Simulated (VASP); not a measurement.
Input of a VASP 6.6.1 run:

The input INCAR:

```
SYSTEM = PbO2
PREC     = Accurate       ! precision mode
ENCUT    = 600            ! plane-wave cutoff, eV
EDIFF    = 1E-6           ! SCF threshold, eV
ISMEAR   = 0              ! smearing method
SIGMA    = 0.1            ! smearing width, eV
LREAL    = .False.        ! projectors in reciprocal space
LASPH    = .True.         ! aspherical terms in the spheres
NELM     = 120            ! most SCF steps
ALGO     = Normal         ! electronic algorithm
ISIF     = 2              ! what is computed and relaxed
LWAVE    = .False.        ! write WAVECAR
LCHARG   = .False.        ! write CHGCAR
GGA      = LIBXC          ! functional
LIBXC1   = GGA_X_PBE_R  
LIBXC2   = LDA_C_PW     
NBANDS   = 20             ! bands
GGA_COMPAT= .False.
```

The input KPOINTS:

```
Automatic mesh
0
Gamma
  7 7 7
  0 0 0
```

File POSCAR:

```
PbO2
1.0
    0.0000000000      2.7019920000      2.7019920000
    2.7019920000      0.0000000000      2.7019920000
    2.7019920000      2.7019920000      0.0000000000
Pb O
1 2
Direct
   -0.0076315151     -0.0060728774      0.0137341102
    0.7421827038      0.7439681156      0.7639168248
    0.2422038113      0.2439677618      0.2638530650
```

Potentials or basis: VASP PAW PBE potentials, release 64 (Pb_d, O).

Run with:

```bash
$ cat potpaw_PBE.64/Pb_d/POTCAR potpaw_PBE.64/O/POTCAR > POTCAR
$ mpirun -np 1 vasp_std > vasp.out
```

(1) Predict the pressure.

(2) Predict the band gap on the k mesh.

Answers

(1) 13.0 GPa.

(2) zero (bands 13 and 14 overlap by 1.06 eV).

Caveat: the cell differs from its parent crystal (atoms moved at random); the cell stands under pressure; the PAW data sets were made with another functional, which shifts forces and pressure a little; spin-orbit coupling is left out, which moves the levels of the heavy elements.
